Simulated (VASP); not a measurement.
# HfB (Fm-3m) in VASP: notebook

Runs on HfB. Level: PBE. Tasks: relaxation of the atoms.

Everything below comes from runs of VASP 6.6.1. Logs are shortened: lines on timing, memory, paths and dates and some standing lists are left out, and cuts for length are marked.

**1. The cell of the first run**

Symmetry: Fm-3m, No. 225, cubic system. The conventional cell has a = 3.785 Å, b = 3.785 Å, c = 3.785 Å, α = 90.00°, β = 90.00°, γ = 90.00°. Within 2.5 Å of Hf (site symmetry m-3m) lie 6 B at 1.89 Å. Within 2.5 Å of B (site symmetry m-3m) lie 6 Hf at 1.89 Å.

**2. Relaxation of the atoms, PBE**

The input, INCAR:

```
  PREC = Accurate
  ENCUT = 520
  EDIFF = 1E-6
  ISMEAR = -1
  SIGMA = 0.05
  LREAL = F
  LASPH = T
  NELM = 60
  ALGO = Normal
  ISIF = 2
  LWAVE = F
  LCHARG = F
  GGA = PE
  IBRION = 2
  NSW = 50
  EDIFFG = -0.01
```

The input, KPOINTS:

```
regular mesh
0
Gamma
  13 13 13
```

The input, POSCAR:

```
HfB
1.0
    0.0000000000      1.8926321351      1.8926321351
    1.8926321351      0.0000000000      1.8926321351
    1.8926321351      1.8926321351      0.0000000000
Hf B
1 1
Direct
    0.5000000000      0.5000000000      0.5000000000
    0.0000000000      0.0000000000      0.0000000000
```

Potentials or basis: VASP PAW PBE potentials, release 64 (Hf_pv, B).

On the command line:

```
> cat potpaw_PBE.64/Hf_pv/POTCAR potpaw_PBE.64/B/POTCAR > POTCAR
> mpirun -np 1 vasp_std > vasp.out
```

OUTCAR:

```text
PREC = Accurate
   ENCUT = 520
   EDIFF = 1E-6
   ISMEAR = -1
   LREAL = F
   LASPH = T
   NELM = 60
   ISIF = 2
   GGA = PE
   IBRION = 2
   NSW = 50
   EDIFFG = -0.01

 ion  position               nearest neighbor table
   1  0.500  0.500  0.500-   2 1.89   2 1.89   2 1.89   2 1.89   2 1.89   2 1.89
   2  0.000  0.000  0.000-   1 1.89   1 1.89   1 1.89   1 1.89   1 1.89   1 1.89

  LATTYP: Found a face centered cubic cell.
 ALAT       =     3.7852642702

  Lattice vectors:

 A1 = (   0.0000000000,   1.8926321351,   1.8926321351)
 A2 = (   1.8926321351,   0.0000000000,   1.8926321351)
 A3 = (   1.8926321351,   1.8926321351,   0.0000000000)

Analysis of symmetry for initial positions (statically):
=====================================================================
 Subroutine PRICEL returns:
 Original cell was already a primitive cell.

 Routine SETGRP: Setting up the symmetry group for a
 face centered cubic supercell.

 Subroutine GETGRP returns: Found 48 space group operations
 (whereof 48 operations were pure point group operations)
 out of a pool of 48 trial point group operations.

The static configuration has the point symmetry O_h .

Analysis of symmetry for dynamics (positions and initial velocities):
=====================================================================
 Subroutine PRICEL returns:
 Original cell was already a primitive cell.

 Routine SETGRP: Setting up the symmetry group for a
 face centered cubic supercell.

 Subroutine GETGRP returns: Found 48 space group operations
 (whereof 48 operations were pure point group operations)
 out of a pool of 48 trial point group operations.

The dynamic configuration has the point symmetry O_h .

 Subroutine INISYM returns: Found 48 space group operations
 (whereof 48 operations are pure point group operations),
 and found     1 'primitive' translations

----------------------------------------------------------------------------------------

                                     Primitive cell

  volume of cell :      13.5590

  direct lattice vectors                    reciprocal lattice vectors
     0.000000000  1.892632135  1.892632135    -0.264182347  0.264182347  0.264182347
     1.892632135  0.000000000  1.892632135     0.264182347 -0.264182347  0.264182347
     1.892632135  1.892632135  0.000000000     0.264182347  0.264182347 -0.264182347

  length of vectors
     2.676586034  2.676586034  2.676586034     0.457577248  0.457577248  0.457577248

  position of ions in fractional coordinates (direct lattice)
     0.500000000  0.500000000  0.500000000
     0.000000000  0.000000000  0.000000000

  ion indices of the primitive-cell ions
   primitive index   ion index
                 1           1
                 2           2

----------------------------------------------------------------------------------------

 KPOINTS: regular mesh

Automatic generation of k-mesh.
 Grid dimensions read from file:
 generate k-points for:   13   13   13

 Generating k-lattice:

  Cartesian coordinates                     Fractional coordinates (reciprocal lattice)
    -0.020321719  0.020321719  0.020321719     0.076923077  0.000000000  0.000000000
     0.020321719 -0.020321719  0.020321719     0.000000000  0.076923077  0.000000000
     0.020321719  0.020321719 -0.020321719     0.000000000  0.000000000  0.076923077

  Length of vectors
     0.035198250  0.035198250  0.035198250

  Shift w.r.t. Gamma in fractional coordinates (k-lattice)
     0.000000000  0.000000000  0.000000000

 Subroutine IBZKPT returns following result:
 ===========================================

 Found     84 irreducible k-points:

 Following reciprocal coordinates:
            Coordinates               Weight
  0.000000  0.000000  0.000000      1.000000
  0.076923  0.000000  0.000000      8.000000
  0.153846  0.000000  0.000000      8.000000
  0.230769  0.000000  0.000000      8.000000
  0.307692  0.000000  0.000000      8.000000
  0.384615  0.000000  0.000000      8.000000
[... 16 lines left out ...]
  0.384615  0.153846  0.000000     24.000000
  0.461538  0.153846  0.000000     24.000000
 [... further k-points ...]
   k-points           NKPTS =     84   k-points in BZ     NKDIM =     84   number of bands    NBANDS=     10
   number of dos      NEDOS =    301   number of ions     NIONS =      2
   total plane-waves  NPLWV =   8000
   dimension x,y,z NGX =    20 NGY =   20 NGZ =   20
   dimension x,y,z NGXF=    40 NGYF=   40 NGZF=   40
   ions per type =               1   1
   NGX,Y,Z   is equivalent  to a cutoff of  12.42, 12.42, 12.42 a.u.
   NGXF,Y,Z  is equivalent  to a cutoff of  24.84, 24.84, 24.84 a.u.
 SYSTEM =  unknown system
   PREC   = accura    normal or accurate (medium, high low for compatibility)
   ISTART =      0    job   : 0-new  1-cont  2-samecut
   ICHARG =      2    charge: 1-file 2-atom 10-const
   ISPIN  =      1    spin polarized calculation?
   LNONCOLLINEAR =      F non collinear calculations
   LSORBIT =      F    spin-orbit coupling
   LASPH  =      T    aspherical Exc in radial PAW
   ENCUT  =  520.0 eV  38.22 Ry    6.18 a.u.   4.98  4.98  4.98*2*pi/ulx,y,z
   NELM   =     60;   NELMIN=  2; NELMDL= -5     # of ELM steps
   EDIFF  = 0.1E-05   stopping-criterion for ELM
   LREAL  =      F    real-space projection
   EDIFFG = -.1E-01   stopping-criterion for IOM
   NSW    =     50    number of steps for IOM
   IBRION =      2    ionic relax: 0-MD 1-quasi-New 2-CG
   NFREE  =      1    steps in history (QN), initial steepest desc. (CG)
   ISIF   =      2    stress and relaxation
   ISYM   =      2    0-nonsym 1-usesym 2-fastsym
   POTIM  = 0.5000    time-step for ionic-motion
   TEBEG  =    0.0;   TEEND  =   0.0 temperature during run
   PSTRESS=    0.0 pullay stress
   NELECT =      13.0000    total number of electrons
   NUPDOWN=      -1.0000    fix difference up-down
   EMIN   =  10.00;   EMAX   =-10.00  energy-range for DOS
   EFERMI =   0.00;   METHOD = LEGACY
   ISMEAR =    -1;   SIGMA  =   0.05  broadening in eV -4-tet -1-fermi 0-gaus
   EFERMI_NEDOS =   21; number of points for ismear=-14 and -15
   IALGO  =     38    algorithm
   IMIX   =      4    mixing-type and parameters
     AMIX     =   0.40;   BMIX     =  1.00
     AMIX_MAG =   1.60;   BMIX_MAG =  1.00
  volume/ion in A,a.u.               =       6.78        45.75
  Fermi-wavevector in a.u.,A,eV,Ry     =   1.614283  3.050553 35.455564  2.605910
  Thomas-Fermi vector in A             =   2.709217
   LORBIT       =      0    0 simple, 1 ext, 2 COOP (PROOUT), +10 PAW based schemes
   GGA     = PE    functional components
   LHFCALC =     F    Hartree Fock is set to
   AEXX    =    0.0000 exact exchange contribution
   IVDW    =     0    specifies the selected vdW correction
   LEPSILON=     F    determine dielectric tensor
   LRPA    =     F    only Hartree local field effects (RPA)
 conjugate gradient relaxation of ions
 non-spin polarized calculation
  energy-cutoff  :      520.00
  volume of cell :       13.56
 maximum number of plane-waves:       373
   NGX =  9   NGY =  9   NGZ =  9

 number of electron      13.0000000 magnetization

 Free energy of the ion-electron system (eV)
  ---------------------------------------------------
  ext. energy  EPLUGINS =         0.00000000
  ---------------------------------------------------
  free energy    TOTEN  =        -5.24525795 eV

  energy without entropy =       -5.23781578  energy(sigma->0) =       -5.24153687

 E-fermi :  11.0605     XC(G=0): -15.4560

 val. band max:       11.0316354971   @ k =  -0.3846   0.3077   0.0000
 cond. band min:      11.0736278414   @ k =  -0.3846   0.0769   0.0000
 fundamental gap:      0.0419923443
 Fermi energy:        11.0605212144

 k-point     1 :       0.0000    0.0000    0.0000
  band No.  band energies     occupation
      1     -15.5113      2.00000
      2     -15.5113      2.00000
      3     -15.5113      2.00000
      4      -0.3315      2.00000
      5      12.0793      0.00000
      6      12.0793      0.00000
      7      12.0793      0.00000
      8      15.9938      0.00000
      9      15.9938      0.00000
     10      15.9938      0.00000

 k-point     2 :       0.0769    0.0000    0.0000
  band No.  band energies     occupation
      1     -15.8521      2.00000
      2     -15.5358      2.00000
      3     -15.5358      2.00000
      4       0.0923      2.00000
      5      11.4056      0.00201
      6      12.0616      0.00000
      7      12.0616      0.00000
      8      14.0368      0.00000
      9      14.0368      0.00000
     10      16.4239      0.00000

 k-point     3 :       0.1538    0.0000    0.0000
  band No.  band energies     occupation
      1     -16.7162      2.00000
      2     -15.6029      2.00000
      3     -15.6029      2.00000
      4       1.1284      2.00000
      5      10.2742      2.00000
      6      10.9026      1.91843
      7      10.9026      1.91843
      8      13.9427      0.00000
      9      13.9427      0.00000
     10      17.0798      0.00000

 k-point     4 :       0.2308    0.0000    0.0000
  band No.  band energies     occupation
      1     -17.7868      2.00000
      2     -15.6947      2.00000
      3     -15.6947      2.00000
      4       2.2015      2.00000
      5       9.2817      2.00000
      6       9.2817      2.00000
      7       9.6502      2.00000
      8      15.2420      0.00000
      9      15.2420      0.00000
     10      17.6767      0.00000
[... 222 lines left out ...]
 k-point    22 :       0.3077    0.1538    0.0000
  band No.  band energies     occupation
      1     -18.2052      2.00000
      2     -16.1958      2.00000
      3     -16.1516      2.00000
      4       3.5802      2.00000
      5       6.7658      2.00000
      6       8.9939      2.00000
      7      10.6087      1.99976
      8      13.9263      0.00000
      9      18.6670      0.00000
     10      20.6249      0.00000

 k-point    23 :       0.3846    0.1538    0.0000
  band No.  band energies     occupation
      1     -18.9809      2.00000
      2     -16.3536      2.00000
      3     -16.2593      2.00000
      4       3.9122      2.00000
      5       6.1038      2.00000
      6       9.3442      2.00000
      7       9.6879      2.00000
      8      15.2736      0.00000
      9      20.4412      0.00000
     10      21.8198      0.00000

 k-point    24 :       0.4615    0.1538    0.0000
  band No.  band energies     occupation
      1     -19.5127      2.00000
      2     -16.5753      2.00000
      3     -16.2455      2.00000
      4       3.9271      2.00000
      5       5.7558      2.00000
      6       8.3151      2.00000
      7      10.8750      1.95227
      8      16.6692      0.00000
      9      21.6179      0.00000
     10      23.2343      0.00000

 [... further k-points ...]
[... 5 lines left out ...]
  --------------------------------------------------------------------------------------
  -------------------------------------------------------------------------------------
  Total       37.6074878     37.6074878     37.6074878      0.0000000      0.0000000      0.0000000
  in kB     4443.8181696   4443.8181696   4443.8181696      0.0000000      0.0000000      0.0000000
  external PRESSURE =    4443.8181696 kB  Pullay stress =       0.0000000 kB

 VOLUME and BASIS-vectors are now :
 -----------------------------------------------------------------------------
  energy-cutoff  :      520.00
  volume of cell :       13.56
      direct lattice vectors                 reciprocal lattice vectors
     0.000000000  1.892632135  1.892632135    -0.264182347  0.264182347  0.264182347
     1.892632135  0.000000000  1.892632135     0.264182347 -0.264182347  0.264182347
     1.892632135  1.892632135  0.000000000     0.264182347  0.264182347 -0.264182347

 POSITION                                       TOTAL-FORCE (eV/Angst)
 -----------------------------------------------------------------------------------
      1.89263      1.89263      1.89263         0.000000      0.000000      0.000000
      0.00000      0.00000      0.00000        -0.000000     -0.000000     -0.000000
 -----------------------------------------------------------------------------------
    total drift:                                0.000000      0.000000      0.000000

  FREE ENERGIE OF THE ION-ELECTRON SYSTEM (eV)
  ---------------------------------------------------
  free  energy   TOTEN  =        -5.2452579485 eV

  energy  without entropy=       -5.2378157839  energy(sigma->0) =       -5.24153687

 reached required accuracy - stopping structural energy minimisation
```

Wall time 19 s (1 thread of Intel Xeon 8259CL, shared host); peak memory 0.13 GiB.

The run converged, but its numbers aren't listed here, since they failed a check.

Caveat: the relaxation stopped at its first step, so nothing moved; spin-orbit coupling is left out, which moves the levels of the heavy elements.

**3. Relaxation of the atoms, PBE**

This run uses another cell than the first one, of 7.40 Å³/atom.

The input, INCAR:

```
SYSTEM = HfB
PREC = Accurate
ENCUT = 520
EDIFF = 1E-7
ISMEAR = -1
SIGMA = 0.05
LREAL = .FALSE.
LASPH = .TRUE.
NELM = 60
ALGO = Normal
ISIF = 2
LWAVE = .FALSE.
LCHARG = .FALSE.
GGA = PE
IBRION = 2
NSW = 50
EDIFFG = -0.01
```

The input, KPOINTS:

```
regular mesh
0
G
  13 13 13
  0 0 0
```

The input, POSCAR:

```
HfB
1.0
    0.0000000000      1.9483294568      1.9483294568
    1.9483294568      0.0000000000      1.9483294568
    1.9483294568      1.9483294568      0.0000000000
Hf B
1 1
Direct
    0.5000000000      0.5000000000      0.5000000000
    0.0000000000      0.0000000000      0.0000000000
```

Potentials or basis: VASP PAW PBE potentials, release 64 (Hf_pv, B).

On the command line:

```
> cat potpaw_PBE.64/Hf_pv/POTCAR potpaw_PBE.64/B/POTCAR > POTCAR
> mpirun -np 1 vasp_std > vasp.out
```

Wall time 15 s (1 thread of Intel Xeon 8259CL, shared host); peak memory 0.14 GiB.

Results (log left out):

```yaml
Free_energy: -8.2727 eV
Pressure_after_relaxing: 350.4 GPa
Band_gap_on_the_k_mesh: zero (an odd number of electrons rules out a gap without spin polarisation)
```

Final structure:
```
CELL_PARAMETERS angstrom
0.00000 1.94833 1.94833
1.94833 0.00000 1.94833
1.94833 1.94833 0.00000
ATOMIC_POSITIONS crystal
Hf 0.50000 0.50000 0.50000
B 0.00000 0.00000 0.00000
```

Levels at points of the mesh, in eV from the Fermi level:
| k point | band 5 | band 6 | band 7 | band 8 | band 9 | band 10 |
| --- | --- | --- | --- | --- | --- | --- |
| (0.00, 0.00, 0.00) | 1.68 | 1.68 | 1.68 | 5.13 | 5.13 | 5.13 |

Caveat: the relaxation stopped at its first step, so nothing moved; spin-orbit coupling is left out, which moves the levels of the heavy elements.

**4. Relaxation of the atoms, PBE**

This run uses another cell than the first one, of 8.63 Å³/atom.

The input, INCAR:

```
SYSTEM = HfB
ALGO = Normal
EDIFF = 1E-6
EDIFFG = -0.01
ENCUT = 520
GGA = PE
IBRION = 2
ISIF = 2
ISMEAR = -1
LASPH = .TRUE.
LCHARG = .FALSE.
LREAL = .FALSE.
LWAVE = .FALSE.
NELM = 60
NSW = 50
PREC = Accurate
SIGMA = 0.05
```

The input, KPOINTS:

```
k-points
0
G
  13 13 13
  0 0 0
```

The input, POSCAR:

```
HfB
1.0
    0.0000000000      2.0510582440      2.0510582440
    2.0510582440      0.0000000000      2.0510582440
    2.0510582440      2.0510582440      0.0000000000
Hf B
1 1
Direct
    0.5000000000      0.5000000000      0.5000000000
    0.0000000000      0.0000000000      0.0000000000
```

On the command line:

```
> cat potpaw_PBE.64/Hf_pv/POTCAR potpaw_PBE.64/B/POTCAR > POTCAR
> mpirun -np 1 vasp_std > vasp.out
```

Run time: 18 s. Hardware: 1 thread of Intel Xeon 8259CL, shared host; peak memory 0.15 GiB.

It converged, with:

```
Free energy             : -12.5018 eV
Pressure after relaxing : 209.3 GPa
Band gap on the k mesh  : zero (an odd number of electrons rules out a gap without spin polarisation)
```

Final structure:
```xyz
2
Lattice="0.0000 2.0511 2.0511 2.0511 0.0000 2.0511 2.0511 2.0511 0.0000" Properties=species:S:1:pos:R:3 pbc="T T T"
Hf    2.0511    2.0511    2.0511
B     0.0000    0.0000    0.0000
```

Levels at points of the mesh, in eV from the Fermi level:
```
           k point  band 4  band 5  band 6  band 7  band 8  band 9  band 10
(0.00, 0.00, 0.00)  -10.60    2.16    2.16    2.16    4.91    4.91     4.91
```

Caveat: the relaxation stopped at its first step, so nothing moved; spin-orbit coupling is left out, which moves the levels of the heavy elements.
